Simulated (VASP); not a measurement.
# Al (P6_3/mmc) in VASP: a series of runs

Al is run at these levels: PBE; tasks: relaxation of cell and atoms, single point.

All numbers are computed with VASP 6.6.1; they aren't measurements. Logs are shortened: lines on timing, memory, paths and dates and some standing lists are left out, and cuts for length are marked.

**1. The cell of the first run**

It takes space group P6_3/mmc (No. 194, hexagonal). The conventional cell has a = 2.648 Å, b = 2.648 Å, c = 8.608 Å, α = 90.00°, β = 90.00°, γ = 120.00°. Al (site symmetry -3m) has 12 Al at 2.64 to 2.65 Å within 3.5 Å. Al (site symmetry -6m2) has 12 Al at 2.64 to 2.65 Å within 3.5 Å.

**2. Relaxation of cell and atoms, PBE, target pressure 30 GPa, at which the enthalpy is minimised**

File INCAR:

```
PREC = Accurate ; ENCUT = 600
EDIFF = 1E-6 ; ISMEAR = -1
SIGMA = 0.08 ; LREAL = F
LASPH = T ; NELM = 60
ALGO = Normal ; ISIF = 3
LWAVE = F ; LCHARG = F
GGA = PE ; IBRION = 2
NSW = 60 ; EDIFFG = -0.005
PSTRESS = 300.0
```

File KPOINTS:

```
Automatic mesh
0
Gamma
  14 14 4
```

File POSCAR:

```
Al
1.0
    2.6484631253      0.0000000000      0.0000000000
   -1.3242315627      2.2936363475      0.0000000000
    0.0000000000      0.0000000000      8.6075051573
Al
4
Direct
    0.0000000000      0.0000000000      0.0000000000
    0.0000000000      0.0000000000      0.5000000000
    0.3333333333      0.6666666667      0.2500000000
    0.6666666667      0.3333333333      0.7500000000
```

Potentials or basis: VASP PAW PBE potentials, release 64 (Al).

Run with:

```
$ cat potpaw_PBE.64/Al/POTCAR > POTCAR
$ mpirun -np 1 vasp_std > vasp.out
```

OUTCAR:

```text
PREC = Accurate
   ENCUT = 600
   EDIFF = 1E-6
   ISMEAR = -1
   LREAL = F
   LASPH = T
   NELM = 60
   ISIF = 3
   GGA = PE
   IBRION = 2
   NSW = 60
   EDIFFG = -0.005
   PSTRESS = 300.0

 ion  position               nearest neighbor table
   1  0.000  0.000  0.000-   3 2.64   4 2.64   4 2.64   3 2.64   4 2.64   3 2.64
   2  0.000  0.000  0.500-   3 2.64   4 2.64   4 2.64   3 2.64   4 2.64   3 2.64
   3  0.333  0.667  0.250-   1 2.64   2 2.64   1 2.64   2 2.64   1 2.64   2 2.64
   4  0.667  0.333  0.750-   1 2.64   2 2.64   1 2.64   2 2.64   1 2.64   2 2.64

  LATTYP: Found a hexagonal cell.
 ALAT       =     2.6484631253
 C/A-ratio  =     3.2500000000

  Lattice vectors:

 A1 = (   2.6484631253,   0.0000000000,   0.0000000000)
 A2 = (  -1.3242315627,   2.2936363475,   0.0000000000)
 A3 = (   0.0000000000,   0.0000000000,   8.6075051573)

Analysis of symmetry for initial positions (statically):
=====================================================================
 Subroutine PRICEL returns:
 Original cell was already a primitive cell.

 Routine SETGRP: Setting up the symmetry group for a
 hexagonal supercell.

 Subroutine GETGRP returns: Found 24 space group operations
 (whereof 12 operations were pure point group operations)
 out of a pool of 24 trial point group operations.

The static configuration has the point symmetry D_3d.
 The point group associated with its full space group is D_6h.

Analysis of symmetry for dynamics (positions and initial velocities):
=====================================================================
 Subroutine PRICEL returns:
 Original cell was already a primitive cell.

 Routine SETGRP: Setting up the symmetry group for a
 hexagonal supercell.

 Subroutine GETGRP returns: Found 24 space group operations
 (whereof 12 operations were pure point group operations)
 out of a pool of 24 trial point group operations.

The dynamic configuration has the point symmetry D_3d.
 The point group associated with its full space group is D_6h.

 Subroutine INISYM returns: Found 24 space group operations
 (whereof 12 operations are pure point group operations),
 and found     1 'primitive' translations

----------------------------------------------------------------------------------------

                                     Primitive cell

  volume of cell :      52.2872

  direct lattice vectors                    reciprocal lattice vectors
     2.648463125  0.000000000  0.000000000     0.377577468  0.217994453  0.000000000
    -1.324231563  2.293636348  0.000000000     0.000000000  0.435988905  0.000000000
     0.000000000  0.000000000  8.607505157     0.000000000  0.000000000  0.116177682

  length of vectors
     2.648463125  2.648463125  8.607505157     0.435988905  0.435988905  0.116177682

  position of ions in fractional coordinates (direct lattice)
     0.000000000  0.000000000  0.000000000
     0.000000000  0.000000000  0.500000000
     0.333333333  0.666666667  0.250000000
     0.666666667  0.333333333  0.750000000

  ion indices of the primitive-cell ions
   primitive index   ion index
                 1           1
                 2           2
                 3           3
                 4           4

----------------------------------------------------------------------------------------

 KPOINTS: Automatic mesh

Automatic generation of k-mesh.
 Grid dimensions read from file:
 generate k-points for:   14   14    4

 Generating k-lattice:

  Cartesian coordinates                     Fractional coordinates (reciprocal lattice)
     0.026969819  0.015571032  0.000000000     0.071428571  0.000000000  0.000000000
     0.000000000  0.031142065  0.000000000     0.000000000  0.071428571  0.000000000
     0.000000000  0.000000000  0.029044421     0.000000000  0.000000000  0.250000000

  Length of vectors
     0.031142065  0.031142065  0.029044421

  Shift w.r.t. Gamma in fractional coordinates (k-lattice)
     0.000000000  0.000000000  0.000000000

 Subroutine IBZKPT returns following result:
 ===========================================

 Found     72 irreducible k-points:

 Following reciprocal coordinates:
            Coordinates               Weight
  0.000000  0.000000  0.000000      1.000000
  0.071429  0.000000  0.000000      6.000000
  0.142857 -0.000000  0.000000      6.000000
  0.214286 -0.000000  0.000000      6.000000
  0.285714  0.000000  0.000000      6.000000
  0.357143  0.000000  0.000000      6.000000
[... 16 lines left out ...]
  0.285714  0.285714  0.000000      6.000000
  0.357143  0.285714  0.000000      6.000000
 [... further k-points ...]
   k-points           NKPTS =     72   k-points in BZ     NKDIM =     72   number of bands    NBANDS=     10
   number of dos      NEDOS =    301   number of ions     NIONS =      4
   total plane-waves  NPLWV =  40320
   dimension x,y,z NGX =    24 NGY =   24 NGZ =   70
   dimension x,y,z NGXF=    48 NGYF=   48 NGZF=  140
   ions per type =               4
   NGX,Y,Z   is equivalent  to a cutoff of  15.06, 15.06, 13.52 a.u.
   NGXF,Y,Z  is equivalent  to a cutoff of  30.13, 30.13, 27.04 a.u.
 SYSTEM =  unknown system
   PREC   = accura    normal or accurate (medium, high low for compatibility)
   ISTART =      0    job   : 0-new  1-cont  2-samecut
   ICHARG =      2    charge: 1-file 2-atom 10-const
   ISPIN  =      1    spin polarized calculation?
   LNONCOLLINEAR =      F non collinear calculations
   LSORBIT =      F    spin-orbit coupling
   LASPH  =      T    aspherical Exc in radial PAW
   ENCUT  =  600.0 eV  44.10 Ry    6.64 a.u.   5.29  5.29 17.19*2*pi/ulx,y,z
   NELM   =     60;   NELMIN=  2; NELMDL= -5     # of ELM steps
   EDIFF  = 0.1E-05   stopping-criterion for ELM
   LREAL  =      F    real-space projection
   EDIFFG = -.5E-02   stopping-criterion for IOM
   NSW    =     60    number of steps for IOM
   IBRION =      2    ionic relax: 0-MD 1-quasi-New 2-CG
   NFREE  =      1    steps in history (QN), initial steepest desc. (CG)
   ISIF   =      3    stress and relaxation
   ISYM   =      2    0-nonsym 1-usesym 2-fastsym
   POTIM  = 0.5000    time-step for ionic-motion
   TEBEG  =    0.0;   TEEND  =   0.0 temperature during run
   PSTRESS=  300.0 pullay stress
   NELECT =      12.0000    total number of electrons
   NUPDOWN=      -1.0000    fix difference up-down
   EMIN   =  10.00;   EMAX   =-10.00  energy-range for DOS
   EFERMI =   0.00;   METHOD = LEGACY
   ISMEAR =    -1;   SIGMA  =   0.08  broadening in eV -4-tet -1-fermi 0-gaus
   EFERMI_NEDOS =   21; number of points for ismear=-14 and -15
   IALGO  =     38    algorithm
   IMIX   =      4    mixing-type and parameters
     AMIX     =   0.40;   BMIX     =  1.00
     AMIX_MAG =   1.60;   BMIX_MAG =  1.00
  volume/ion in A,a.u.               =      13.07        88.21
  Fermi-wavevector in a.u.,A,eV,Ry     =   1.002313  1.894097 13.668837  1.004631
  Thomas-Fermi vector in A             =   2.134792
   LORBIT       =      0    0 simple, 1 ext, 2 COOP (PROOUT), +10 PAW based schemes
   GGA     = PE    functional components
   LHFCALC =     F    Hartree Fock is set to
   AEXX    =    0.0000 exact exchange contribution
   IVDW    =     0    specifies the selected vdW correction
   LEPSILON=     F    determine dielectric tensor
   LRPA    =     F    only Hartree local field effects (RPA)
 conjugate gradient relaxation of ions
 non-spin polarized calculation
  energy-cutoff  :      600.00
  volume of cell :       52.29
 maximum number of plane-waves:      1762
 NGX is ok and might be reduce to    24

--------------------------------------- Ionic step        1  -------------------------------------------

 number of electron      12.0000000 magnetization

 Free energy of the ion-electron system (eV)
  ---------------------------------------------------
  ext. energy  EPLUGINS =         0.00000000
  ---------------------------------------------------
  free energy    TOTEN  =       -13.86751886 eV

  energy without entropy =      -13.84022346  energy(sigma->0) =      -13.85387116

------------------------ aborting loop because EDIFF is reached ----------------------------------------

  FORCE on cell =-STRESS in cart. coord.  units (eV):
  Direction    XX          YY          ZZ          XY          YZ          ZX
  --------------------------------------------------------------------------------------
  -------------------------------------------------------------------------------------
  Total        9.7334366      9.7334366     10.4769216     -0.0000000     -0.0000000      0.0000000
  in kB      298.2503778    298.2503778    321.0321229     -0.0000000     -0.0000000      0.0000000
  external PRESSURE =       5.8442928 kB  Pullay stress =     300.0000000 kB
[... 265 lines left out ...]
  enthalpy is  TOTEN    =        -4.0808292771 eV   P V=        9.8176831971

--------------------------------------- Ionic step        8  -------------------------------------------

 number of electron      12.0000000 magnetization

 Free energy of the ion-electron system (eV)
  ---------------------------------------------------
  ext. energy  EPLUGINS =         0.00000000
  ---------------------------------------------------
  free energy    TOTEN  =       -13.90135625 eV

  energy without entropy =      -13.87482687  energy(sigma->0) =      -13.88809156

 E-fermi :  10.6094     XC(G=0): -11.0597

 val. band max:       10.6057238679   @ k =   0.3571   0.2857   0.0000
 cond. band min:      10.6872101077   @ k =   0.4286   0.1429   0.2500
 fundamental gap:      0.0814862397
 Fermi energy:        10.6094326499

 k-point     1 :       0.0000    0.0000    0.0000
  band No.  band energies     occupation
      1      -2.2004      2.00000
      2      -0.2622      2.00000
      3      -0.2608      2.00000
      4       5.0186      2.00000
      5       5.7859      2.00000
      6      14.3586      0.00000
      7      14.3755      0.00000
      8      23.0897      0.00000
      9      23.0897      0.00000
     10      23.2473      0.00000
[... 287 lines left out ...]
 k-point    24 :       0.3571    0.2857    0.0000
  band No.  band energies     occupation
      1       6.2008      2.00000
      2       6.2515      2.00000
      3       7.5038      2.00000
      4       7.5539      2.00000
      5       7.9599      2.00000
      6       8.3347      2.00000
      7       8.7196      2.00000
      8      10.0762      1.99745
      9      10.6057      1.02318
     10      12.9001      0.00000

 [... further k-points ...]

------------------------ aborting loop because EDIFF is reached ----------------------------------------

  FORCE on cell =-STRESS in cart. coord.  units (eV):
  Direction    XX          YY          ZZ          XY          YZ          ZX
  --------------------------------------------------------------------------------------
  -------------------------------------------------------------------------------------
  Total        9.8143009      9.8143009      9.8233448     -0.0000000      0.0000000      0.0000000
  in kB      299.8099535    299.8099535    300.0862288     -0.0000000      0.0000000      0.0000000
  external PRESSURE =      -0.0979547 kB  Pullay stress =     300.0000000 kB
[... 19 lines left out ...]
  FREE ENERGIE OF THE ION-ELECTRON SYSTEM (eV)
  ---------------------------------------------------
  free  energy   TOTEN  =       -13.9013562484 eV

  energy  without entropy=      -13.8748268695  energy(sigma->0) =      -13.88809156

  enthalpy is  TOTEN    =        -4.0808341408 eV   P V=        9.8205221076

 reached required accuracy - stopping structural energy minimisation
```

It took 73 s on 1 thread of AMD EPYC 9R45 (Zen 5), shared host; peak memory 0.17 GiB.

What came out:

| Quantity | Value |
| --- | --- |
| Free energy | -13.9014 eV |
| Relaxed volume | 13.11 Å³/atom |
| Relaxed cell | a = 2.639 Å, b = 2.639 Å, c = 8.693 Å, α = 90.00°, β = 90.00°, γ = 120.00° |
| Space group after relaxing (to 0.05 Å) | P6_3/mmc (No. 194) |
| Energy change on relaxing (the enthalpy is what falls) | -8.5 meV/atom |
| Ionic steps | 8 |
| Pressure after relaxing | 30.0 GPa |
| Band gap on the k mesh | zero (band 6 reaches 14.79 eV, above the bottom of band 7 at 8.72 eV) |

The path:
```
step  energy change (eV)  largest force (eV/Å)  pressure (GPa)  volume (Å³)
   1              0.0000                0.0000           30.58        52.29
   2             -0.0704                0.0000           29.25        52.65
   3             -0.0706                0.0000           29.25        52.65
   4             -0.0166                0.0000           30.33        52.36
   5             -0.0378                0.0000           29.91        52.47
   6             -0.0385                0.0000           29.90        52.47
   7             -0.0310                0.0000           30.04        52.43
   8             -0.0338                0.0000           29.99        52.45
```

Final structure:
```
CELL_PARAMETERS angstrom
2.63943 0.00000 0.00000
-1.31972 2.28582 0.00000
0.00000 0.00000 8.69305
ATOMIC_POSITIONS crystal
Al 0.00000 0.00000 0.00000
Al 0.00000 0.00000 0.50000
Al 0.33333 0.66667 0.25000
Al 0.66667 0.33333 0.75000
```

Caveat: the cell is relaxed towards a set pressure, so the enthalpy falls and the energy may rise.

**3. Single point, PBE**

This run uses another cell than the first one: it holds 2 atoms, not 4.

File INCAR:

```
SYSTEM = Al
PREC = Accurate
ENCUT = 520
EDIFF = 1E-7
ISMEAR = -1
SIGMA = 0.08
LREAL = .FALSE.
LASPH = .TRUE.
NELM = 60
ALGO = Normal
ISIF = 2
LWAVE = .FALSE.
LCHARG = .FALSE.
GGA = PE
NBANDS = 10
```

File KPOINTS:

```
regular mesh
0
G
  17 17 9
  0 0 0
```

File POSCAR:

```
Al
1.0
    2.6440246775      0.0000000000      0.0000000000
   -1.3220123387      2.2897925389      0.0000000000
    0.0000000000      0.0000000000      4.3294026962
Al
2
Direct
    0.3333333333      0.6666666667      0.2500000000
    0.6666666667      0.3333333333      0.7500000000
```

Potentials or basis: VASP PAW PBE potentials, release 64 (Al).

Run with:

```
$ cat potpaw_PBE.64/Al/POTCAR > POTCAR
$ mpirun -np 1 vasp_std > vasp.out
```

Run time: 38 s. Hardware: 1 thread of Intel Xeon 6975P-C, shared host; peak memory 0.15 GiB.

The run converged. Its results:

| Quantity | Value |
| --- | --- |
| Free energy | -6.9041 eV |
| Pressure | 30.0 GPa |
| Band gap on the k mesh | zero (band 3 reaches 14.30 eV, above the bottom of band 4 at 7.39 eV) |

Levels at points of the mesh, in eV from the Fermi level:
```tsv
k point	band 1	band 2	band 3	band 4	band 5	band 6	band 7	band 8
(0.00, 0.00, 0.00)	-12.86	-5.59	-4.79	12.31	12.31	12.61	12.61	13.28
```

[end of part 1 of 2]
